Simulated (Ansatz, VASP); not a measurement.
## MgO: VASP beside Ansatz

```
Mg O
1.0
     2.29193    0.00000    0.00000
     0.00000    2.29193    0.00000
     0.00000    0.00000    2.29193
Mg O
1 1
Direct
  0.00000 0.00000 0.00000
  0.50000 0.50000 0.50000
```

Alike in both runs: task single point; functional PBE; k mesh 12 × 12 × 12; no spin polarisation.

|  | VASP | Ansatz |
| --- | --- | --- |
| version | VASP 6.6.1 | Ansatz 0.2.0 |
| potentials or method | VASP PAW PBE potentials, release 64 (Mg, O), cutoff 520 eV | scalar-relativistic, plane waves, PAW |
| occupations | gaussian, width 0.01 eV | fixed |
| valence electrons in the cell | 8 | 16 |

```csv
,VASP,Ansatz,Ansatz less VASP
gap on the k mesh at the Fermi level (eV),6.51,6.52,+0.010
least direct gap on the mesh (eV),6.51,6.52,+0.010
```

VASP's potentials hold 8 valence electrons a cell and Ansatz's 16, so a difference there can come from the potentials and not from the codes.
